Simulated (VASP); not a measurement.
# MnS (Fm-3m) in VASP: settings compared

MnS is run at these levels: PBEsol, PBEsol-based global hybrid with 25 % exact exchange, RPBE+D4; tasks: single point, relaxation of cell and atoms.

All numbers are computed with VASP 6.6.1; they aren't measurements. Logs are shortened: lines on timing, memory, paths and dates and some standing lists are left out, and cuts for length are marked.

## 1. The cell of the first run

Symmetry: Fm-3m, No. 225, cubic system. The conventional cell has a = 5.209 Å, b = 5.209 Å, c = 5.209 Å, α = 90.00°, β = 90.00°, γ = 90.00°. Mn (site symmetry m-3m) has 6 S at 2.60 Å within 3.4 Å. S (site symmetry m-3m) has 6 Mn at 2.60 Å within 3.4 Å.

## 2. Single point, PBEsol

Contents of INCAR:

```
SYSTEM = MnS
PREC = Accurate
ENCUT = 520
EDIFF = 1E-6
ISMEAR = -1
SIGMA = 0.05
LREAL = .FALSE.
LASPH = .TRUE.
NELM = 60
ALGO = Normal
ISIF = 2
LWAVE = .FALSE.
LCHARG = .FALSE.
GGA = PS
NBANDS = 16
```

Contents of KPOINTS:

```
Automatic mesh
0
G
  9 9 9
  0 0 0
```

Contents of POSCAR:

```
MnS
1.0
    0.0000000000      2.6045000000      2.6045000000
    2.6045000000      0.0000000000      2.6045000000
    2.6045000000      2.6045000000      0.0000000000
Mn S
1 1
Direct
    0.0000000000      0.0000000000      0.0000000000
    0.5000000000      0.5000000000      0.5000000000
```

Potentials or basis: VASP PAW PBE potentials, release 64 (Mn_pv, S).

Launch:

```
$ cat potpaw_PBE.64/Mn_pv/POTCAR potpaw_PBE.64/S/POTCAR > POTCAR
$ mpirun -np 1 vasp_std > vasp.out
```

OUTCAR:

```text
SYSTEM = MnS
   PREC = Accurate
   ENCUT = 520
   EDIFF = 1E-6
   ISMEAR = -1
   LREAL = .FALSE.
   LASPH = .TRUE.
   NELM = 60
   ISIF = 2
   GGA = PS

 ion  position               nearest neighbor table
   1  0.000  0.000  0.000-   2 2.60   2 2.60   2 2.60   2 2.60   2 2.60   2 2.60
   2  0.500  0.500  0.500-   1 2.60   1 2.60   1 2.60   1 2.60   1 2.60   1 2.60

  LATTYP: Found a face centered cubic cell.
 ALAT       =     5.2090000000

  Lattice vectors:

 A1 = (   0.0000000000,   2.6045000000,   2.6045000000)
 A2 = (   2.6045000000,   0.0000000000,   2.6045000000)
 A3 = (   2.6045000000,   2.6045000000,   0.0000000000)

Analysis of symmetry for initial positions (statically):
=====================================================================
 Subroutine PRICEL returns:
 Original cell was already a primitive cell.

 Routine SETGRP: Setting up the symmetry group for a
 face centered cubic supercell.

 Subroutine GETGRP returns: Found 48 space group operations
 (whereof 48 operations were pure point group operations)
 out of a pool of 48 trial point group operations.

The static configuration has the point symmetry O_h .

Analysis of symmetry for dynamics (positions and initial velocities):
=====================================================================
 Subroutine PRICEL returns:
 Original cell was already a primitive cell.

 Routine SETGRP: Setting up the symmetry group for a
 face centered cubic supercell.

 Subroutine GETGRP returns: Found 48 space group operations
 (whereof 48 operations were pure point group operations)
 out of a pool of 48 trial point group operations.

The dynamic configuration has the point symmetry O_h .

 Subroutine INISYM returns: Found 48 space group operations
 (whereof 48 operations are pure point group operations),
 and found     1 'primitive' translations

----------------------------------------------------------------------------------------

                                     Primitive cell

  volume of cell :      35.3348

  direct lattice vectors                    reciprocal lattice vectors
     0.000000000  2.604500000  2.604500000    -0.191975427  0.191975427  0.191975427
     2.604500000  0.000000000  2.604500000     0.191975427 -0.191975427  0.191975427
     2.604500000  2.604500000  0.000000000     0.191975427  0.191975427 -0.191975427

  length of vectors
     3.683319223  3.683319223  3.683319223     0.332511194  0.332511194  0.332511194

  position of ions in fractional coordinates (direct lattice)
     0.000000000  0.000000000  0.000000000
     0.500000000  0.500000000  0.500000000

  ion indices of the primitive-cell ions
   primitive index   ion index
                 1           1
                 2           2

----------------------------------------------------------------------------------------

 KPOINTS: Automatic mesh

Automatic generation of k-mesh.
 Grid dimensions read from file:
 generate k-points for:    9    9    9

 Generating k-lattice:

  Cartesian coordinates                     Fractional coordinates (reciprocal lattice)
    -0.021330603  0.021330603  0.021330603     0.111111111  0.000000000  0.000000000
     0.021330603 -0.021330603  0.021330603     0.000000000  0.111111111  0.000000000
     0.021330603  0.021330603 -0.021330603     0.000000000  0.000000000  0.111111111

  Length of vectors
     0.036945688  0.036945688  0.036945688

  Shift w.r.t. Gamma in fractional coordinates (k-lattice)
     0.000000000  0.000000000  0.000000000

 Subroutine IBZKPT returns following result:
 ===========================================

 Found     35 irreducible k-points:

 Following reciprocal coordinates:
            Coordinates               Weight
  0.000000  0.000000  0.000000      1.000000
  0.111111  0.000000  0.000000      8.000000
  0.222222  0.000000  0.000000      8.000000
  0.333333  0.000000  0.000000      8.000000
  0.444444  0.000000  0.000000      8.000000
  0.111111  0.111111  0.000000      6.000000
[... 16 lines left out ...]
 -0.333333  0.333333  0.000000     12.000000
  0.444444  0.444444  0.000000      6.000000
 [... further k-points ...]
   k-points           NKPTS =     35   k-points in BZ     NKDIM =     35   number of bands    NBANDS=     16
   number of dos      NEDOS =    301   number of ions     NIONS =      2
   total plane-waves  NPLWV =  21952
   dimension x,y,z NGX =    28 NGY =   28 NGZ =   28
   dimension x,y,z NGXF=    56 NGYF=   56 NGZF=   56
   ions per type =               1   1
   NGX,Y,Z   is equivalent  to a cutoff of  12.64, 12.64, 12.64 a.u.
   NGXF,Y,Z  is equivalent  to a cutoff of  25.28, 25.28, 25.28 a.u.
 SYSTEM =  MnS
   PREC   = accura    normal or accurate (medium, high low for compatibility)
   ISTART =      0    job   : 0-new  1-cont  2-samecut
   ICHARG =      2    charge: 1-file 2-atom 10-const
   ISPIN  =      1    spin polarized calculation?
   LNONCOLLINEAR =      F non collinear calculations
   LSORBIT =      F    spin-orbit coupling
   LASPH  =      T    aspherical Exc in radial PAW
   ENCUT  =  520.0 eV  38.22 Ry    6.18 a.u.   6.85  6.85  6.85*2*pi/ulx,y,z
   NELM   =     60;   NELMIN=  2; NELMDL= -5     # of ELM steps
   EDIFF  = 0.1E-05   stopping-criterion for ELM
   LREAL  =      F    real-space projection
   EDIFFG = 0.1E-04   stopping-criterion for IOM
   NSW    =      0    number of steps for IOM
   IBRION =     -1    ionic relax: 0-MD 1-quasi-New 2-CG
   NFREE  =      0    steps in history (QN), initial steepest desc. (CG)
   ISIF   =      2    stress and relaxation
   ISYM   =      2    0-nonsym 1-usesym 2-fastsym
   POTIM  = 0.5000    time-step for ionic-motion
   TEBEG  =    0.0;   TEEND  =   0.0 temperature during run
   PSTRESS=    0.0 pullay stress
   NELECT =      19.0000    total number of electrons
   NUPDOWN=      -1.0000    fix difference up-down
   EMIN   =  10.00;   EMAX   =-10.00  energy-range for DOS
   EFERMI =   0.00;   METHOD = LEGACY
   ISMEAR =    -1;   SIGMA  =   0.05  broadening in eV -4-tet -1-fermi 0-gaus
   EFERMI_NEDOS =   21; number of points for ismear=-14 and -15
   IALGO  =     38    algorithm
   IMIX   =      4    mixing-type and parameters
     AMIX     =   0.40;   BMIX     =  1.00
     AMIX_MAG =   1.60;   BMIX_MAG =  1.00
  volume/ion in A,a.u.               =      17.67       119.23
  Fermi-wavevector in a.u.,A,eV,Ry     =   1.331246  2.515690 24.112464  1.772216
  Thomas-Fermi vector in A             =   2.460272
   LORBIT       =      0    0 simple, 1 ext, 2 COOP (PROOUT), +10 PAW based schemes
   GGA     = PS    functional components
   LHFCALC =     F    Hartree Fock is set to
   AEXX    =    0.0000 exact exchange contribution
   IVDW    =     0    specifies the selected vdW correction
   LEPSILON=     F    determine dielectric tensor
   LRPA    =     F    only Hartree local field effects (RPA)
 non-spin polarized calculation
  energy-cutoff  :      520.00
  volume of cell :       35.33
 maximum number of plane-waves:       963
   NGX = 13   NGY = 13   NGZ = 13

 number of electron      18.9999987 magnetization

 Free energy of the ion-electron system (eV)
  ---------------------------------------------------
  ext. energy  EPLUGINS =         0.00000000
  ---------------------------------------------------
  free energy    TOTEN  =       -12.76683879 eV

  energy without entropy =      -12.68518792  energy(sigma->0) =      -12.72601335

 E-fermi :   5.9347     XC(G=0): -10.9044

 val. band max:        5.9325086170   @ k =   0.3333   0.2222   0.1111
 cond. band min:       5.9514046324   @ k =   0.2222   0.2222   0.0000
 fundamental gap:      0.0188960154
 Fermi energy:         5.9347467331

 k-point     1 :       0.0000    0.0000    0.0000
  band No.  band energies     occupation
      1     -41.7257      2.00000
      2     -41.7257      2.00000
      3     -41.7257      2.00000
      4      -8.3299      2.00000
      5       4.3105      2.00000
      6       4.3105      2.00000
[... 8 lines left out ...]
     15      15.4284      0.00000
     16      15.4284      0.00000

 k-point     2 :       0.1111    0.0000    0.0000
  band No.  band energies     occupation
      1     -41.7268      2.00000
      2     -41.7258      2.00000
      3     -41.7258      2.00000
      4      -8.2127      2.00000
      5       3.3538      2.00000
      6       3.7525      2.00000
[... 8 lines left out ...]
     15      15.3330      0.00000
     16      15.3330      0.00000

 k-point     3 :       0.2222    0.0000    0.0000
  band No.  band energies     occupation
      1     -41.7297      2.00000
      2     -41.7262      2.00000
      3     -41.7262      2.00000
      4      -7.8897      2.00000
      5       1.8407      2.00000
      6       3.0801      2.00000
[... 8 lines left out ...]
     15      14.3752      0.00000
     16      14.3752      0.00000

 k-point     4 :       0.3333    0.0000    0.0000
  band No.  band energies     occupation
      1     -41.7329      2.00000
      2     -41.7267      2.00000
      3     -41.7267      2.00000
      4      -7.4613      2.00000
      5       0.4988      2.00000
      6       2.5927      2.00000
[... 8 lines left out ...]
     15      13.1037      0.00000
     16      14.2366      0.00000
[... 324 lines left out ...]
 k-point    22 :      -0.4444    0.3333    0.0000
  band No.  band energies     occupation
      1     -41.7334      2.00000
      2     -41.7306      2.00000
      3     -41.7287      2.00000
      4      -6.9210      2.00000
      5       0.6632      2.00000
      6       1.5195      2.00000
[... 8 lines left out ...]
     15      14.8577      0.00000
     16      15.8526      0.00000

 k-point    23 :      -0.3333    0.3333    0.0000
  band No.  band energies     occupation
      1     -41.7322      2.00000
      2     -41.7320      2.00000
      3     -41.7281      2.00000
      4      -6.9127      2.00000
      5       0.6829      2.00000
      6       1.1510      2.00000
[... 8 lines left out ...]
     15      14.1617      0.00000
     16      14.6777      0.00000

 k-point    24 :       0.4444    0.4444    0.0000
  band No.  band energies     occupation
      1     -41.7342      2.00000
      2     -41.7293      2.00000
      3     -41.7293      2.00000
      4      -6.9861      2.00000
      5       0.5071      2.00000
      6       2.8366      2.00000
[... 8 lines left out ...]
     15      16.2964      0.00000
     16      18.1867      0.00000

 [... further k-points ...]
[... 5 lines left out ...]
  --------------------------------------------------------------------------------------
  -------------------------------------------------------------------------------------
  Total       -6.0850029     -6.0850029     -6.0850029     -0.0000000     -0.0000000     -0.0000000
  in kB     -275.9105413   -275.9105413   -275.9105413     -0.0000000     -0.0000000     -0.0000000
  external PRESSURE =    -275.9105413 kB  Pullay stress =       0.0000000 kB

 VOLUME and BASIS-vectors are now :
 -----------------------------------------------------------------------------
  energy-cutoff  :      520.00
  volume of cell :       35.33
      direct lattice vectors                 reciprocal lattice vectors
     0.000000000  2.604500000  2.604500000    -0.191975427  0.191975427  0.191975427
     2.604500000  0.000000000  2.604500000     0.191975427 -0.191975427  0.191975427
     2.604500000  2.604500000  0.000000000     0.191975427  0.191975427 -0.191975427

 POSITION                                       TOTAL-FORCE (eV/Angst)
 -----------------------------------------------------------------------------------
      0.00000      0.00000      0.00000         0.000000      0.000000      0.000000
      2.60450      2.60450      2.60450         0.000000     -0.000000     -0.000000
 -----------------------------------------------------------------------------------
    total drift:                               -0.000000      0.000000      0.000000

  FREE ENERGIE OF THE ION-ELECTRON SYSTEM (eV)
  ---------------------------------------------------
  free  energy   TOTEN  =       -12.7668387860 eV

  energy  without entropy=      -12.6851879234  energy(sigma->0) =      -12.72601335
```

Run time: 9.3 s. Hardware: 1 thread of Intel Xeon 6975P-C (Granite Rapids), shared host; peak memory 0.15 GiB.

What came out:

```yaml
Free_energy: -12.7668 eV
Pressure: -27.6 GPa
Band_gap_on_the_k_mesh: zero (an odd number of electrons rules out a gap without spin polarisation)
```

Caveat: the cell stands under tension; the PAW data sets were made with another functional, which shifts forces and pressure a little; the run has no spin polarisation, though such a crystal can be magnetic; semilocal functionals often make such compounds metallic where correlation or magnetic order opens a gap, which also shifts bond lengths. Spin polarisation is off, so any magnetic state and its effect on volume and gap are missing.

## 3. Relaxation of cell and atoms, PBEsol-based global hybrid with 25 % exact exchange, collinear spin, ferromagnetic start

POSCAR is that of step 2.

Contents of INCAR.step1:

```
SYSTEM = MnS
PREC     = Accurate       ! precision mode
ENCUT    = 600            ! plane-wave cutoff, eV
EDIFF    = 1E-5           ! SCF threshold, eV
ISMEAR   = -1             ! smearing method
SIGMA    = 0.05           ! smearing width, eV
LREAL    = .FALSE.        ! projectors in reciprocal space
LASPH    = .TRUE.         ! aspherical terms in the spheres
NELM     = 150            ! most SCF steps
ALGO     = Normal         ! electronic algorithm
LWAVE    = .TRUE.         ! write WAVECAR
LCHARG   = .FALSE.        ! write CHGCAR
ISPIN    = 2              ! spin polarisation
MAGMOM   = 4 0            ! initial moments
LORBIT   = 11             ! projections on sites
LMAXMIX  = 4              ! l up to which the mixer works
GGA      = PE             ! functional
NBANDS   = 20             ! bands
LUSENCCL = .FALSE.
```

Contents of INCAR.step2:

```
SYSTEM = MnS
PREC     = Accurate       ! precision mode
ENCUT    = 600            ! plane-wave cutoff, eV
EDIFF    = 1E-6           ! SCF threshold, eV
ISMEAR   = -1             ! smearing method
SIGMA    = 0.05           ! smearing width, eV
LREAL    = .FALSE.        ! projectors in reciprocal space
LASPH    = .TRUE.         ! aspherical terms in the spheres
NELM     = 150            ! most SCF steps
ALGO     = Normal         ! electronic algorithm
ISIF     = 3              ! what is computed and relaxed
LWAVE    = .FALSE.        ! write WAVECAR
LCHARG   = .FALSE.        ! write CHGCAR
ISPIN    = 2              ! spin polarisation
MAGMOM   = 4 0            ! initial moments
LORBIT   = 11             ! projections on sites
LMAXMIX  = 4              ! l up to which the mixer works
GGA      = PS             ! functional
LHFCALC  = .TRUE.         ! exact exchange
AEXX     = 0.25           ! exact-exchange fraction
PRECFOCK = Normal       
IBRION   = 2              ! ionic algorithm
NSW      = 60             ! ionic steps
EDIFFG   = -0.01          ! ionic threshold
ISTART   = 1            
LUSENCCL = .FALSE.
```

Contents of KPOINTS:

```
regular mesh
0
G
  5 5 5
  0 0 0
```

Potentials or basis: VASP PAW PBE potentials, release 64 (Mn_pv, S).

Launch:

```
$ cat potpaw_PBE.64/Mn_pv/POTCAR potpaw_PBE.64/S/POTCAR > POTCAR
$ cp INCAR.step1 INCAR
$ mpirun -np 1 vasp_std > vasp.out
$ cp INCAR.step2 INCAR
$ mpirun -np 1 vasp_std > vasp.out
```

It took 42 min on 1 × NVIDIA H100 80GB with 1 thread of AMD EPYC 7R13 (Zen 3), shared host; peak memory 1.3 GiB.

Results (log left out):

```
Free energy                                           : -22.6697 eV
Relaxed volume                                        : 17.49 Å³/atom
Relaxed cell                                          : a = 3.671 Å, b = 3.671 Å, c = 3.671 Å, α = 60.00°, β = 60.00°, γ = 60.00°
Space group after relaxing (to 0.1 Å)                 : Fm-3m (No. 225)
Energy gained by relaxing                             : 0.5 meV/atom
Ionic steps                                           : 3
Pressure after relaxing                               : 0.0 GPa
Band gap on the k mesh                                : 1.76 eV (least direct gap 4.05 eV)
Net moment                                            : 5.00 μB per cell
Site moments                                          : Mn +4.55; S +0.11 μB
Valence electrons inside the program's atomic spheres : Mn 11.28; S 3.78
```

Step by step:
```
step  energy change (eV)  largest force (eV/Å)  pressure (GPa)  volume (Å³)
   1              0.0000                0.0000           -0.83        35.33
   2             -0.0009                0.0000            0.33        34.87
   3             -0.0010                0.0000           -0.02        34.97
```

Final structure:
```cif
data_structure
_symmetry_space_group_name_H-M 'P 1'
_symmetry_Int_Tables_number 1
_cell_length_a 3.6707
_cell_length_b 3.6707
_cell_length_c 3.6707
_cell_angle_alpha 60.000
_cell_angle_beta 60.000
_cell_angle_gamma 60.000
_cell_volume 34.97
loop_
_atom_site_label
_atom_site_type_symbol
_atom_site_fract_x
_atom_site_fract_y
_atom_site_fract_z
_atom_site_occupancy
Mn1 Mn 0.00000 0.00000 0.00000 1
S1 S 0.50000 0.50000 0.50000 1
```

Levels at points of the mesh, in eV from the valence-band top:
Spin up:
```
           k point  band 10  band 11  band 12  band 13  band 14  band 15
(0.00, 0.00, 0.00)    -1.72    -1.72    -1.72     3.65    10.53    10.53
```
Spin down:
```tsv
k point	band 3	band 4	band 5	band 6	band 7	band 8	band 9	band 10	band 11	band 12
(0.00, 0.00, 0.00)	-48.12	-15.41	-1.29	-1.29	-1.29	3.32	3.32	3.32	3.38	3.38
```

Caveat: the PAW data sets were made with another functional, which shifts forces and pressure a little; an odd mesh through Γ misses points on the zone boundary, where band edges can lie; a cell with one magnetic atom can't hold antiferromagnetic order, which such compounds often take.

(Part 1 of 2 ends here.)
